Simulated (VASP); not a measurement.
# CdS (I-4m2) in VASP: further runs

The runs below take CdS through single point, with PBE.

Program: VASP 6.6.1. These are calculated values, not measurements. Logs are shortened: lines on timing, memory, paths and dates and some standing lists are left out, and cuts for length are marked.

## Step 1: The cell of the first run

It takes space group I-4m2 (No. 119, tetragonal). The conventional cell has a = 4.157 Å, b = 4.157 Å, c = 5.761 Å, α = 90.00°, β = 90.00°, γ = 90.00°. Within 3.3 Å of Cd (site symmetry -4m2) lie 4 S at 2.53 Å. Within 3.3 Å of S (site symmetry -4m2) lie 4 Cd at 2.53 Å.

## Step 2: Single point, PBE (uniaxial z strain -2.0%)

INCAR reads:

```
PREC = Accurate ; ENCUT = 500
EDIFF = 1E-6 ; ISMEAR = 0
SIGMA = 0.01 ; LREAL = False
LASPH = True ; NELM = 120
ALGO = Normal ; ISIF = 2
LWAVE = False ; LCHARG = True
GGA = PE ; LELF = True
LVHAR = True ; NBANDS = 16
GGA_COMPAT = False
```

KPOINTS reads:

```
regular mesh
0
Gamma
  4 4 4
```

POSCAR reads:

```
CdS
1.0
    0.0000000000      2.9392148430      2.8804305462
    2.9392148430      0.0000000000      2.8804305462
    2.9392148430      2.9392148430      0.0000000000
Cd S
1 1
Direct
    0.0000000000      0.0000000000      0.0000000000
    0.2500000000      0.2500000000      0.2500000000
```

Potentials or basis: VASP PAW PBE potentials, release 64 (Cd, S).

On the command line:

```bash
cat potpaw_PBE.64/Cd/POTCAR potpaw_PBE.64/S/POTCAR > POTCAR
mpirun -np 1 vasp_std > vasp.out
```

OUTCAR:

```text
PREC = Accurate
   ENCUT = 500
   EDIFF = 1E-6
   ISMEAR = 0
   LREAL = False
   LASPH = True
   NELM = 120
   ISIF = 2
   GGA = PE

 ion  position               nearest neighbor table
   1  0.000  0.000  0.000-   2 2.53   2 2.53   2 2.53   2 2.53
   2  0.250  0.250  0.250-   1 2.53   1 2.53   1 2.53   1 2.53

  LATTYP: Found a body centered tetragonal cell.
 ALAT       =     4.1566774937
 C/A-ratio  =     1.3859292912

  Lattice vectors:

 A1 = (   0.0000000000,  -2.9392148430,  -2.8804305462)
 A2 = (   0.0000000000,   2.9392148430,  -2.8804305462)
 A3 = (   2.9392148430,   0.0000000000,   2.8804305462)

Analysis of symmetry for initial positions (statically):
=====================================================================
 Subroutine PRICEL returns:
 Original cell was already a primitive cell.

 Routine SETGRP: Setting up the symmetry group for a
 body centered tetragonal supercell.

 Subroutine GETGRP returns: Found  8 space group operations
 (whereof  8 operations were pure point group operations)
 out of a pool of 16 trial point group operations.

The static configuration has the point symmetry D_2d.

Analysis of symmetry for dynamics (positions and initial velocities):
=====================================================================
 Subroutine PRICEL returns:
 Original cell was already a primitive cell.

 Routine SETGRP: Setting up the symmetry group for a
 body centered tetragonal supercell.

 Subroutine GETGRP returns: Found  8 space group operations
 (whereof  8 operations were pure point group operations)
 out of a pool of 16 trial point group operations.

The dynamic configuration has the point symmetry D_2d.

 Subroutine INISYM returns: Found  8 space group operations
 (whereof  8 operations are pure point group operations),
 and found     1 'primitive' translations

----------------------------------------------------------------------------------------

                                     Primitive cell

  volume of cell :      49.7680

  direct lattice vectors                    reciprocal lattice vectors
     0.000000000  2.939214843  2.880430546    -0.170113458  0.170113458  0.173585161
     2.939214843  0.000000000  2.880430546     0.170113458 -0.170113458  0.173585161
     2.939214843  2.939214843  0.000000000     0.170113458  0.170113458 -0.173585161

  length of vectors
     4.115320647  4.115320647  4.156677494     0.296663084  0.296663084  0.296663084

  position of ions in fractional coordinates (direct lattice)
     0.000000000  0.000000000  0.000000000
     0.250000000  0.250000000  0.250000000

  ion indices of the primitive-cell ions
   primitive index   ion index
                 1           1
                 2           2

----------------------------------------------------------------------------------------

 KPOINTS: regular mesh

Automatic generation of k-mesh.
 Grid dimensions read from file:
 generate k-points for:    4    4    4

 Generating k-lattice:

  Cartesian coordinates                     Fractional coordinates (reciprocal lattice)
    -0.042528364  0.042528364  0.043396290     0.250000000  0.000000000  0.000000000
     0.042528364 -0.042528364  0.043396290     0.000000000  0.250000000  0.000000000
     0.042528364  0.042528364 -0.043396290     0.000000000  0.000000000  0.250000000

  Length of vectors
     0.074165771  0.074165771  0.074165771

  Shift w.r.t. Gamma in fractional coordinates (k-lattice)
     0.000000000  0.000000000  0.000000000

 Subroutine IBZKPT returns following result:
 ===========================================

 Found     13 irreducible k-points:

 Following reciprocal coordinates:
            Coordinates               Weight
  0.000000  0.000000  0.000000      1.000000
  0.250000  0.000000  0.000000      8.000000
  0.500000  0.000000  0.000000      4.000000
  0.250000  0.250000  0.000000      2.000000
  0.500000  0.250000  0.000000      8.000000
 -0.250000  0.250000  0.000000      4.000000
  0.500000  0.500000  0.000000      1.000000
  0.250000  0.000000  0.250000      4.000000
  0.500000  0.000000  0.250000     16.000000
 -0.250000  0.000000  0.250000      8.000000
 -0.250000  0.500000  0.250000      4.000000
  0.500000  0.000000  0.500000      2.000000
 -0.250000  0.250000  0.500000      2.000000
   k-points           NKPTS =     13   k-points in BZ     NKDIM =     13   number of bands    NBANDS=     16
   number of dos      NEDOS =    301   number of ions     NIONS =      2
   total plane-waves  NPLWV =  27000
   dimension x,y,z NGX =    30 NGY =   30 NGZ =   30
   dimension x,y,z NGXF=    60 NGYF=   60 NGZF=   60
   ions per type =               1   1
   NGX,Y,Z   is equivalent  to a cutoff of  12.12, 12.12, 12.00 a.u.
   NGXF,Y,Z  is equivalent  to a cutoff of  24.24, 24.24, 24.00 a.u.
 SYSTEM =  unknown system
   PREC   = accura    normal or accurate (medium, high low for compatibility)
   ISTART =      0    job   : 0-new  1-cont  2-samecut
   ICHARG =      2    charge: 1-file 2-atom 10-const
   ISPIN  =      1    spin polarized calculation?
   LNONCOLLINEAR =      F non collinear calculations
   LSORBIT =      F    spin-orbit coupling
   LASPH  =      T    aspherical Exc in radial PAW
   ENCUT  =  500.0 eV  36.75 Ry    6.06 a.u.   7.50  7.50  7.58*2*pi/ulx,y,z
   NELM   =    120;   NELMIN=  2; NELMDL= -5     # of ELM steps
   EDIFF  = 0.1E-05   stopping-criterion for ELM
   LREAL  =      F    real-space projection
   EDIFFG = 0.1E-04   stopping-criterion for IOM
   NSW    =      0    number of steps for IOM
   IBRION =     -1    ionic relax: 0-MD 1-quasi-New 2-CG
   NFREE  =      0    steps in history (QN), initial steepest desc. (CG)
   ISIF   =      2    stress and relaxation
   ISYM   =      2    0-nonsym 1-usesym 2-fastsym
   POTIM  = 0.5000    time-step for ionic-motion
   TEBEG  =    0.0;   TEEND  =   0.0 temperature during run
   PSTRESS=    0.0 pullay stress
   NELECT =      18.0000    total number of electrons
   NUPDOWN=      -1.0000    fix difference up-down
   EMIN   =  10.00;   EMAX   =-10.00  energy-range for DOS
   EFERMI =   0.00;   METHOD = LEGACY
   ISMEAR =     0;   SIGMA  =   0.01  broadening in eV -4-tet -1-fermi 0-gaus
   EFERMI_NEDOS =   21; number of points for ismear=-14 and -15
   IALGO  =     38    algorithm
   IMIX   =      4    mixing-type and parameters
     AMIX     =   0.40;   BMIX     =  1.00
     AMIX_MAG =   1.60;   BMIX_MAG =  1.00
  volume/ion in A,a.u.               =      24.88       167.93
  Fermi-wavevector in a.u.,A,eV,Ry     =   1.166404  2.204184 18.510701  1.360498
  Thomas-Fermi vector in A             =   2.302918
   LORBIT       =      0    0 simple, 1 ext, 2 COOP (PROOUT), +10 PAW based schemes
   GGA     = PE    functional components
   LHFCALC =     F    Hartree Fock is set to
   AEXX    =    0.0000 exact exchange contribution
   IVDW    =     0    specifies the selected vdW correction
   LEPSILON=     F    determine dielectric tensor
   LRPA    =     F    only Hartree local field effects (RPA)
 non-spin polarized calculation
 Gauss-broadening in eV      SIGMA  =   0.01
  energy-cutoff  :      500.00
  volume of cell :       49.77
 maximum number of plane-waves:      1278
   NGX = 15   NGY = 15   NGZ = 15

 number of electron      18.0000000 magnetization

 Free energy of the ion-electron system (eV)
  ---------------------------------------------------
  ext. energy  EPLUGINS =         0.00000000
  ---------------------------------------------------
  free energy    TOTEN  =        -6.09029784 eV

  energy without entropy =       -6.09029784  energy(sigma->0) =       -6.09029784

 E-fermi :   1.4402     XC(G=0):  -9.1265

 val. band max:        1.3490600264   @ k =   0.0000   0.0000   0.0000
 cond. band min:       2.4413580707   @ k =   0.0000   0.0000   0.0000
 fundamental gap:      1.0922980442
 Fermi energy:         1.4402178745

 k-point     1 :       0.0000    0.0000    0.0000
  band No.  band energies     occupation
      1     -11.0369      2.00000
      2      -6.4308      2.00000
      3      -6.4308      2.00000
      4      -6.4189      2.00000
      5      -5.9583      2.00000
      6      -5.9504      2.00000
[... 8 lines left out ...]
     15      12.7035      0.00000
     16      12.9187      0.00000

 k-point     2 :       0.2500    0.0000    0.0000
  band No.  band energies     occupation
      1     -10.8249      2.00000
      2      -6.3613      2.00000
      3      -6.3518      2.00000
      4      -6.1816      2.00000
      5      -5.9506      2.00000
      6      -5.9491      2.00000
[... 8 lines left out ...]
     15      11.9669      0.00000
     16      12.6506      0.00000

 k-point     3 :       0.5000    0.0000    0.0000
  band No.  band energies     occupation
      1     -10.6132      2.00000
      2      -6.3148      2.00000
      3      -6.3013      2.00000
      4      -5.9213      2.00000
      5      -5.9125      2.00000
      6      -5.5750      2.00000
[... 8 lines left out ...]
     15      13.7828      0.00000
     16      13.9045      0.00000

 k-point     4 :       0.2500    0.2500    0.0000
  band No.  band energies     occupation
      1     -10.7515      2.00000
      2      -6.2726      2.00000
      3      -6.2726      2.00000
      4      -6.2532      2.00000
      5      -5.9580      2.00000
      6      -5.9121      2.00000
[... 8 lines left out ...]
     15      13.0512      0.00000
     16      15.8974      0.00000
[... 115 lines left out ...]
 k-point    11 :      -0.2500    0.5000    0.2500
  band No.  band energies     occupation
      1     -10.4827      2.00000
      2      -6.1941      2.00000
      3      -6.1832      2.00000
      4      -5.9929      2.00000
      5      -5.9473      2.00000
      6      -5.3224      2.00000
[... 8 lines left out ...]
     15      14.5120      0.00000
     16      14.6819      0.00000

 k-point    12 :       0.5000    0.0000    0.5000
  band No.  band energies     occupation
      1     -10.4856      2.00000
      2      -6.2121      2.00000
      3      -6.0937      2.00000
      4      -6.0698      2.00000
      5      -5.8696      2.00000
      6      -5.5240      2.00000
[... 8 lines left out ...]
     15      13.6693      0.00000
     16      14.7084      0.00000

 k-point    13 :      -0.2500    0.2500    0.5000
  band No.  band energies     occupation
      1     -10.4875      2.00000
      2      -6.2044      2.00000
      3      -6.1680      2.00000
      4      -5.9938      2.00000
      5      -5.9442      2.00000
      6      -5.3344      2.00000
[... 8 lines left out ...]
     15      14.4754      0.00000
     16      14.5258      0.00000

------------------------ aborting loop because EDIFF is reached ----------------------------------------

  FORCE on cell =-STRESS in cart. coord.  units (eV):
  Direction    XX          YY          ZZ          XY          YZ          ZX
  --------------------------------------------------------------------------------------
  -------------------------------------------------------------------------------------
  Total        0.9425662      0.9425662      1.0401364      0.0000000      0.0000000      0.0000000
  in kB       30.3439689     30.3439689     33.4850385      0.0000000      0.0000000      0.0000000
  external PRESSURE =      31.3909921 kB  Pullay stress =       0.0000000 kB

 VOLUME and BASIS-vectors are now :
 -----------------------------------------------------------------------------
  energy-cutoff  :      500.00
  volume of cell :       49.77
      direct lattice vectors                 reciprocal lattice vectors
     0.000000000  2.939214843  2.880430546    -0.170113458  0.170113458  0.173585161
     2.939214843  0.000000000  2.880430546     0.170113458 -0.170113458  0.173585161
     2.939214843  2.939214843  0.000000000     0.170113458  0.170113458 -0.173585161

 POSITION                                       TOTAL-FORCE (eV/Angst)
 -----------------------------------------------------------------------------------
      0.00000      0.00000      0.00000         0.000000      0.000000      0.000000
      1.46961      1.46961      1.44022        -0.000000     -0.000000     -0.000000
 -----------------------------------------------------------------------------------
    total drift:                               -0.000000     -0.000000      0.000000

  FREE ENERGIE OF THE ION-ELECTRON SYSTEM (eV)
  ---------------------------------------------------
  free  energy   TOTEN  =        -6.0902978445 eV

  energy  without entropy=       -6.0902978445  energy(sigma->0) =       -6.09029784
```

Run time: 6.6 s. Hardware: 1 thread of Intel Xeon 6975P-C (Granite Rapids), shared host; peak memory 0.16 GiB.

Results:

```yaml
Free_energy: -6.0903 eV
Pressure: 3.1 GPa
Band_gap_on_the_k_mesh: 1.09 eV
```

Stress tensor (GPa, compression positive):
```
3.03 0.00 0.00
0.00 3.03 0.00
0.00 0.00 3.35
```

Caveat: the k points lie up to 0.47 Å⁻¹ apart; the cell differs from its parent crystal (uniaxial z strain -2.0%).

## Step 3: Single point, PBE (uniaxial z strain -1.0%)

INCAR reads:

```
SYSTEM = CdS
PREC = Accurate
ENCUT = 500
EDIFF = 1E-6
ISMEAR = 0
SIGMA = 0.01
LREAL = .FALSE.
LASPH = .TRUE.
NELM = 120
ALGO = Normal
ISIF = 2
LWAVE = .FALSE.
LCHARG = .TRUE.
GGA = PE
LELF = .TRUE.
LVHAR = .TRUE.
NBANDS = 16
GGA_COMPAT = .FALSE.
```

KPOINTS reads:

```
regular mesh
0
G
  4 4 4
  0 0 0
```

POSCAR reads:

```
CdS
1.0
    0.0000000000      2.9392148430      2.9098226946
    2.9392148430      0.0000000000      2.9098226946
    2.9392148430      2.9392148430      0.0000000000
Cd S
1 1
Direct
    0.0000000000      0.0000000000      0.0000000000
    0.2500000000      0.2500000000      0.2500000000
```

Potentials or basis: VASP PAW PBE potentials, release 64 (Cd, S).

On the command line:

```bash
cat potpaw_PBE.64/Cd/POTCAR potpaw_PBE.64/S/POTCAR > POTCAR
mpirun -np 1 vasp_std > vasp.out
```

It took 6.5 s on 1 thread of Intel Xeon 6975P-C (Granite Rapids), shared host; peak memory 0.16 GiB.

It converged, with:

```yaml
Free_energy: -6.0998 eV
Pressure: 2.5 GPa
Band_gap_on_the_k_mesh: 1.09 eV
```

Stress tensor (GPa, compression positive):
```
2.42 0.00 0.00
0.00 2.42 0.00
0.00 0.00 2.59
```

Levels at points of the mesh, in eV from the valence-band top:
| k point | band 6 | band 7 | band 8 | band 9 | band 10 | band 11 | band 12 | band 13 |
| --- | --- | --- | --- | --- | --- | --- | --- | --- |
| (0.00, 0.00, 0.00) | -7.26 | -0.03 | -0.03 | 0.00 | 1.09 | 6.51 | 6.51 | 6.52 |
| (0.50, 0.00, 0.00) | -6.89 | -4.35 | -0.77 | -0.73 | 2.96 | 6.94 | 7.02 | 7.42 |
| (0.50, 0.50, 0.00) | -6.81 | -3.88 | -1.88 | -1.88 | 3.52 | 4.25 | 9.22 | 10.66 |
| (0.50, 0.00, 0.50) | -6.83 | -3.94 | -1.85 | -1.83 | 3.55 | 4.33 | 9.12 | 10.62 |

Caveat: the k points lie up to 0.46 Å⁻¹ apart; the cell differs from its parent crystal (uniaxial z strain -1.0%).

## Step 4: Single point, PBE (uniaxial z strain +2.0%)

Edit INCAR of step 3 so:

```diff
@@ -12,6 +12,4 @@
 LWAVE = .FALSE.
-LCHARG = .TRUE.
+LCHARG = .FALSE.
 GGA = PE
-LELF = .TRUE.
-LVHAR = .TRUE.
 NBANDS = 16
```

KPOINTS reads:

```
Automatic mesh
0
G
  4 4 4
  0 0 0
```

POSCAR reads:

```
CdS
1.0
    0.0000000000      2.9392148430      2.9979991399
    2.9392148430      0.0000000000      2.9979991399
    2.9392148430      2.9392148430      0.0000000000
Cd S
1 1
Direct
    0.0000000000      0.0000000000      0.0000000000
    0.2500000000      0.2500000000      0.2500000000
```

On the command line:

```bash
cat potpaw_PBE.64/Cd/POTCAR potpaw_PBE.64/S/POTCAR > POTCAR
mpirun -np 1 vasp_std > vasp.out
```

Run time: 6.5 s. Hardware: 1 thread of Intel Xeon 6975P-C (Granite Rapids), shared host; peak memory 0.17 GiB.

It converged, with:

| Property | Result |
| --- | --- |
| Free energy | -6.1143 eV |
| Pressure | 0.7 GPa |
| Band gap on the k mesh | 1.02 eV |

Stress tensor (GPa, compression positive):
```
0.80 0.00 0.00
0.00 0.80 0.00
0.00 0.00 0.40
```

Levels at points of the mesh, in eV from the valence-band top:
```
           k point  band 5  band 6  band 7  band 8  band 9  band 10  band 11  band 12  band 13  band 14
(0.00, 0.00, 0.00)   -7.21   -7.20   -0.06    0.00    0.00     1.02     6.52     6.52     6.52    11.13
(0.50, 0.00, 0.00)   -7.17   -6.86   -4.17   -0.75   -0.67     2.91     6.90     7.05     7.32    10.92
(0.50, 0.50, 0.00)   -7.13   -6.82   -3.87   -1.70   -1.70     3.64     4.37     8.91    10.52    10.52
(0.50, 0.00, 0.50)   -7.13   -6.78   -3.76   -1.80   -1.77     3.57     4.21     9.09    10.37    10.57
```

Caveat: the k points lie up to 0.46 Å⁻¹ apart; the cell differs from its parent crystal (uniaxial z strain +2.0%).

(Part 1 of 2 ends here.)
